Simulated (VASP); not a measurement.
# MnO (Fm-3m) in VASP: notebook, part 2 of 2

VASP 6.6.1. The steps go on from the part before.

### Step 4. Single point, PBE, collinear spin, ferromagnetic start

This run uses another cell than the first one, of 11.00 Å³/atom, 0.963 times its volume.

File INCAR:

```
PREC = Accurate
ENCUT = 520
EDIFF = 1E-6
ISMEAR = -1
SIGMA = 0.05
LREAL = F
LASPH = T
NELM = 150
ALGO = Normal
ISIF = 2
LWAVE = F
LCHARG = T
ISPIN = 2
MAGMOM = 4 0
LORBIT = 11
LMAXMIX = 4
GGA = PE
LELF = T
LVHAR = T
NBANDS = 20
```

File KPOINTS:

```
Automatic mesh
0
Gamma
  6 6 6
```

File POSCAR:

```
MnO
1.0
    0.0000000000      2.2239077028      2.2239077028
    2.2239077028      0.0000000000      2.2239077028
    2.2239077028      2.2239077028      0.0000000000
Mn O
1 1
Direct
    0.0000000000      0.0000000000      0.0000000000
    0.5000000000      0.5000000000      0.5000000000
```

Potentials or basis: VASP PAW PBE potentials, release 64 (Mn_pv, O).

The run is started by

```
> cat potpaw_PBE.64/Mn_pv/POTCAR potpaw_PBE.64/O/POTCAR > POTCAR
> mpirun -np 1 vasp_std > vasp.out
```

OUTCAR:

```text
PREC = Accurate
   ENCUT = 520
   EDIFF = 1E-6
   ISMEAR = -1
   LREAL = F
   LASPH = T
   NELM = 150
   ISIF = 2
   ISPIN = 2
   LORBIT = 11
   GGA = PE

 ion  position               nearest neighbor table
   1  0.000  0.000  0.000-   2 2.22   2 2.22   2 2.22   2 2.22   2 2.22   2 2.22
   2  0.500  0.500  0.500-   1 2.22   1 2.22   1 2.22   1 2.22   1 2.22   1 2.22

  LATTYP: Found a face centered cubic cell.
 ALAT       =     4.4478154056

  Lattice vectors:

[... 937 lines left out ...]
  in kB      -12.3406458    -12.3406458    -12.3406458      0.0000000      0.0000000     -0.0000000
  external PRESSURE =     -12.3406458 kB  Pullay stress =       0.0000000 kB

 VOLUME and BASIS-vectors are now :
 -----------------------------------------------------------------------------
  energy-cutoff  :      520.00
  volume of cell :       22.00
      direct lattice vectors                 reciprocal lattice vectors
     0.000000000  2.223907703  2.223907703    -0.224829474  0.224829474  0.224829474
     2.223907703  0.000000000  2.223907703     0.224829474 -0.224829474  0.224829474
     2.223907703  2.223907703  0.000000000     0.224829474  0.224829474 -0.224829474

 POSITION                                       TOTAL-FORCE (eV/Angst)
 -----------------------------------------------------------------------------------
      0.00000      0.00000      0.00000         0.000000      0.000000     -0.000000
      2.22391      2.22391      2.22391        -0.000000      0.000000      0.000000
 -----------------------------------------------------------------------------------
    total drift:                                0.000000     -0.000000     -0.000000

  FREE ENERGIE OF THE ION-ELECTRON SYSTEM (eV)
  ---------------------------------------------------
  free  energy   TOTEN  =       -16.4170481082 eV

  energy  without entropy=      -16.4135846494  energy(sigma->0) =      -16.41531638

 total charge

# of ion       s       p       d       tot
------------------------------------------
    1        0.203   6.175   4.975  11.353
    2        1.562   3.410   0.000   4.972
--------------------------------------------------
tot          1.764   9.585   4.975  16.325

 magnetization (x)

# of ion       s       p       d       tot
------------------------------------------
    1        0.035   0.026   4.240   4.300
    2        0.030   0.160   0.000   0.190
--------------------------------------------------
tot          0.065   0.186   4.240   4.491
```

Run time: 8.5 s. Hardware: 1 thread of Intel Xeon 6975P-C (Granite Rapids), shared host; peak memory 0.14 GiB.

Results:

```yaml
Free_energy: -16.4170 eV
Pressure: -1.2 GPa
Net_moment: 4.72 μB per cell
Site_moments: Mn +4.30; O +0.19 μB
Valence_electrons_inside_the_program's_atomic_spheres: Mn 11.35; O 4.97
```

Levels at points of the mesh, in eV from the Fermi level:
Spin up:
| k point | band 8 | band 9 | band 10 | band 11 | band 12 | band 13 | band 14 | band 15 | band 16 | band 17 |
| --- | --- | --- | --- | --- | --- | --- | --- | --- | --- | --- |
| (0.00, 0.00, 0.00) | -3.20 | -3.20 | -3.20 | -2.68 | -2.68 | -0.51 | 13.99 | 16.34 | 16.34 | 16.34 |
| (0.50, 0.00, 0.00) | -2.31 | -2.31 | -1.88 | 0.20 | 0.20 | 3.49 | 7.73 | 11.88 | 11.88 | 18.47 |
| (0.50, 0.50, 0.00) | -4.20 | -2.26 | -2.04 | -2.04 | -1.91 | 5.03 | 7.82 | 10.42 | 13.65 | 13.65 |
Spin down:
| k point | band 3 | band 4 | band 5 | band 6 | band 7 | band 8 | band 9 | band 10 | band 11 | band 12 |
| --- | --- | --- | --- | --- | --- | --- | --- | --- | --- | --- |
| (0.00, 0.00, 0.00) | -45.73 | -19.84 | -3.38 | -3.38 | -3.38 | 0.73 | 0.73 | 0.73 | 0.78 | 1.35 |
| (0.50, 0.00, 0.00) | -45.74 | -18.89 | -7.37 | -4.86 | -4.86 | 1.90 | 1.95 | 1.95 | 3.60 | 3.60 |
| (0.50, 0.50, 0.00) | -45.76 | -18.92 | -6.42 | -4.35 | -4.35 | -0.84 | 1.93 | 2.13 | 2.38 | 2.38 |

Caveat: the k points lie up to 0.41 Å⁻¹ apart; a cell with one magnetic atom can't hold antiferromagnetic order, which such compounds often take; semilocal functionals often make such compounds metallic where correlation or magnetic order opens a gap, which also shifts bond lengths. With open d or f shells a metallic result of PBE can be an artefact of self-interaction; +U or a hybrid may open a gap.

### Step 5. Single point, PBEsol, collinear spin, ferromagnetic start

This run uses another cell than the first one, of 11.00 Å³/atom, 0.963 times its volume.

File INCAR:

```
PREC = Accurate ; ENCUT = 520
EDIFF = 1E-6 ; ISMEAR = -1
SIGMA = 0.05 ; LREAL = False
LASPH = True ; NELM = 150
ALGO = Normal ; ISIF = 2
LWAVE = False ; LCHARG = False
ISPIN = 2 ; MAGMOM = 4 0
LORBIT = 11 ; LMAXMIX = 4
GGA = PS ; NBANDS = 20
```

File KPOINTS:

```
regular mesh
0
Gamma
  6 6 6
```

POSCAR is that of step 4.

The run is started by

```
> cat potpaw_PBE.64/Mn_pv/POTCAR potpaw_PBE.64/O/POTCAR > POTCAR
> mpirun -np 1 vasp_std > vasp.out
```

Wall time 7.7 s (1 thread of Intel Xeon 6975P-C (Granite Rapids), shared host); peak memory 0.14 GiB.

It converged, with:

| Item | Value |
| --- | --- |
| Free energy | -17.2302 eV |
| Pressure | -8.1 GPa |
| Net moment | 4.71 μB per cell |
| Site moments | Mn +4.28; O +0.19 μB |
| Valence electrons inside the program's atomic spheres | Mn 11.36; O 4.95 |

Levels at points of the mesh, in eV from the Fermi level:
Spin up:
| k point | band 9 | band 10 | band 11 | band 12 | band 13 | band 14 | band 15 | band 16 |
| --- | --- | --- | --- | --- | --- | --- | --- | --- |
| (0.00, 0.00, 0.00) | -3.16 | -3.16 | -2.64 | -2.64 | -0.56 | 13.83 | 16.22 | 16.22 |
| (0.50, 0.00, 0.00) | -2.25 | -1.82 | 0.26 | 0.26 | 3.39 | 7.70 | 11.77 | 11.77 |
| (0.50, 0.50, 0.00) | -2.21 | -1.97 | -1.97 | -1.85 | 4.95 | 7.75 | 10.32 | 13.56 |
Spin down:
| k point | band 4 | band 5 | band 6 | band 7 | band 8 | band 9 | band 10 | band 11 |
| --- | --- | --- | --- | --- | --- | --- | --- | --- |
| (0.00, 0.00, 0.00) | -19.72 | -3.33 | -3.33 | -3.33 | 0.72 | 0.72 | 0.72 | 0.72 |
| (0.50, 0.00, 0.00) | -18.75 | -7.38 | -4.83 | -4.83 | 1.92 | 1.96 | 1.96 | 3.64 |
| (0.50, 0.50, 0.00) | -18.78 | -6.42 | -4.31 | -4.31 | -0.87 | 1.95 | 2.15 | 2.40 |

Caveat: the k points lie up to 0.41 Å⁻¹ apart; the PAW data sets were made with another functional, which shifts forces and pressure a little; a cell with one magnetic atom can't hold antiferromagnetic order, which such compounds often take; semilocal functionals often make such compounds metallic where correlation or magnetic order opens a gap, which also shifts bond lengths.

### Step 6. Single point, RPBE, collinear spin, ferromagnetic start

This run uses another cell than the first one, of 11.00 Å³/atom, 0.963 times its volume.

File INCAR:

```
SYSTEM = MnO
PREC = Accurate ; ENCUT = 520
EDIFF = 1E-7 ; ISMEAR = -1
SIGMA = 0.05 ; LREAL = .FALSE.
LASPH = .TRUE. ; NELM = 150
ALGO = Normal ; ISIF = 2
LWAVE = .FALSE. ; LCHARG = .FALSE.
ISPIN = 2 ; MAGMOM = 4 0
LORBIT = 11 ; LMAXMIX = 4
GGA = RP ; NBANDS = 20
```

File KPOINTS:

```
regular mesh
0
G
  6 6 6
  0 0 0
```

POSCAR is that of step 5.

Potentials or basis: VASP PAW PBE potentials, release 64 (Mn_pv, O).

The run is started by

```
> cat potpaw_PBE.64/Mn_pv/POTCAR potpaw_PBE.64/O/POTCAR > POTCAR
> mpirun -np 1 vasp_std > vasp.out
```

OUTCAR:

```text
SYSTEM = MnO
   PREC = Accurate
   ENCUT = 520
   EDIFF = 1E-7
   ISMEAR = -1
   LREAL = .FALSE.
   LASPH = .TRUE.
   NELM = 150
   ISIF = 2
   ISPIN = 2
   LORBIT = 11
   GGA = RP

 ion  position               nearest neighbor table
   1  0.000  0.000  0.000-   2 2.22   2 2.22   2 2.22   2 2.22   2 2.22   2 2.22
   2  0.500  0.500  0.500-   1 2.22   1 2.22   1 2.22   1 2.22   1 2.22   1 2.22

  LATTYP: Found a face centered cubic cell.
 ALAT       =     4.4478154056

  Lattice vectors:

 A1 = (   0.0000000000,   2.2239077028,   2.2239077028)
 A2 = (   2.2239077028,   0.0000000000,   2.2239077028)
 A3 = (   2.2239077028,   2.2239077028,   0.0000000000)

Analysis of symmetry for initial positions (statically):
=====================================================================
 Subroutine PRICEL returns:
 Original cell was already a primitive cell.

 Routine SETGRP: Setting up the symmetry group for a
 face centered cubic supercell.

 Subroutine GETGRP returns: Found 48 space group operations
 (whereof 48 operations were pure point group operations)
 out of a pool of 48 trial point group operations.

The static configuration has the point symmetry O_h .

Analysis of symmetry for dynamics (positions and initial velocities):
=====================================================================
 Subroutine PRICEL returns:
 Original cell was already a primitive cell.

 Routine SETGRP: Setting up the symmetry group for a
 face centered cubic supercell.

 Subroutine GETGRP returns: Found 48 space group operations
 (whereof 48 operations were pure point group operations)
 out of a pool of 48 trial point group operations.

The dynamic configuration has the point symmetry O_h .

Analysis of structural, dynamic, and magnetic symmetry:
=====================================================================
 Subroutine PRICEL returns:
[... 141 lines left out ...]
  ext. energy  EPLUGINS =         0.00000000
  ---------------------------------------------------
  free energy    TOTEN  =       -15.71372165 eV

  energy without entropy =      -15.70656683  energy(sigma->0) =      -15.71014424

 E-fermi :   7.7409     XC(G=0): -11.6498

 val. band max:        7.7076318463   @ k =   0.5000   0.3333   0.0000
 cond. band min:       7.8033707392   @ k =  -0.3333   0.1667   0.0000
 fundamental gap:      0.0957388929
 Fermi energy:         7.7409082376

 spin component 1

 k-point     1 :       0.0000    0.0000    0.0000
  band No.  band energies     occupation
      1     -42.7936      1.00000
      2     -42.7936      1.00000
      3     -42.7936      1.00000
      4     -12.6530      1.00000
      5       3.9539      1.00000
      6       3.9539      1.00000
[... 344 lines left out ...]
      6       1.7588      1.00000
[... 12 lines left out ...]
     19      33.1527      0.00000
     20      35.2637      0.00000
 Fermi energy:         7.7409082376

 spin component 2

 k-point     1 :       0.0000    0.0000    0.0000
  band No.  band energies     occupation
      1     -38.0771      1.00000
      2     -38.0770      1.00000
      3     -38.0770      1.00000
      4     -12.2318      1.00000
      5       4.3139      1.00000
      6       4.3139      1.00000
[... 357 lines left out ...]
     19      34.4401      0.00000
     20      35.8286      0.00000

------------------------ aborting loop because EDIFF is reached ----------------------------------------

  FORCE on cell =-STRESS in cart. coord.  units (eV):
  Direction    XX          YY          ZZ          XY          YZ          ZX
  --------------------------------------------------------------------------------------
  -------------------------------------------------------------------------------------
  Total        0.6542184      0.6542184      0.6542184      0.0000000     -0.0000000      0.0000000
  in kB       47.6489221     47.6489221     47.6489221      0.0000000     -0.0000000      0.0000000
  external PRESSURE =      47.6489221 kB  Pullay stress =       0.0000000 kB

 VOLUME and BASIS-vectors are now :
 -----------------------------------------------------------------------------
  energy-cutoff  :      520.00
  volume of cell :       22.00
      direct lattice vectors                 reciprocal lattice vectors
     0.000000000  2.223907703  2.223907703    -0.224829474  0.224829474  0.224829474
     2.223907703  0.000000000  2.223907703     0.224829474 -0.224829474  0.224829474
     2.223907703  2.223907703  0.000000000     0.224829474  0.224829474 -0.224829474

 POSITION                                       TOTAL-FORCE (eV/Angst)
 -----------------------------------------------------------------------------------
      0.00000      0.00000      0.00000         0.000000      0.000000      0.000000
      2.22391      2.22391      2.22391         0.000000      0.000000      0.000000
 -----------------------------------------------------------------------------------
    total drift:                                0.000000     -0.000000     -0.000000

  FREE ENERGIE OF THE ION-ELECTRON SYSTEM (eV)
  ---------------------------------------------------
  free  energy   TOTEN  =       -15.7137216462 eV

  energy  without entropy=      -15.7065668273  energy(sigma->0) =      -15.71014424

 total charge

# of ion       s       p       d       tot
------------------------------------------
    1        0.200   6.173   4.970  11.342
    2        1.566   3.424   0.000   4.991
--------------------------------------------------
tot          1.766   9.597   4.970  16.333

 magnetization (x)

# of ion       s       p       d       tot
------------------------------------------
    1        0.034   0.027   4.282   4.343
    2        0.030   0.159   0.000   0.189
--------------------------------------------------
tot          0.064   0.186   4.282   4.532
```

It took 8.3 s on 1 thread of Intel Xeon 6975P-C (Granite Rapids), shared host; peak memory 0.14 GiB.

What came out:

```
Free energy                                           : -15.7137 eV
Pressure                                              : 4.8 GPa
Net moment                                            : 4.77 μB per cell
Site moments                                          : Mn +4.34; O +0.19 μB
Valence electrons inside the program's atomic spheres : Mn 11.34; O 4.99
```

Caveat: the k points lie up to 0.41 Å⁻¹ apart; the PAW data sets were made with another functional, which shifts forces and pressure a little; a cell with one magnetic atom can't hold antiferromagnetic order, which such compounds often take; semilocal functionals often make such compounds metallic where correlation or magnetic order opens a gap, which also shifts bond lengths. With open d or f shells a metallic result of RPBE can be an artefact of self-interaction; +U or a hybrid may open a gap.

### Step 7. Overview

```tsv
level	potentials or basis	cell	k mesh	gap on the mesh (eV)	pressure (GPa)	moment (μB)
revPBE	VASP PAW PBE potentials, release 64 (Mn_pv, O)	a = 3.185 Å, angles 60.0°, 2 atoms	10 × 10 × 10	none	0.1	4.89
LDA	VASP PAW LDA potentials, release 64 (Mn_pv, O)	a = 3.145 Å, angles 60.0°, 2 atoms	6 × 6 × 6	none	-15.1	4.67
PBE	VASP PAW PBE potentials, release 64 (Mn_pv, O)	a = 3.145 Å, angles 60.0°, 2 atoms	6 × 6 × 6	none	-1.2	4.72
PBEsol	VASP PAW PBE potentials, release 64 (Mn_pv, O)	a = 3.145 Å, angles 60.0°, 2 atoms	6 × 6 × 6	none	-8.1	4.71
RPBE	VASP PAW PBE potentials, release 64 (Mn_pv, O)	a = 3.145 Å, angles 60.0°, 2 atoms	6 × 6 × 6	none	4.8	4.77
```

Alike in all rows: task single point; spin collinear, ferromagnetic start; cutoff (eV) 520; smearing fermi-dirac 0.05 eV.

Caveats: some runs use coarse meshes; a cell with one magnetic atom can't hold antiferromagnetic order, which such compounds often take; semilocal functionals often make such compounds metallic where correlation or magnetic order opens a gap, which also shifts bond lengths; the PAW data sets were made with another functional, which shifts forces and pressure a little (some runs).

Absolute energies hang on the potentials; compare differences alone.
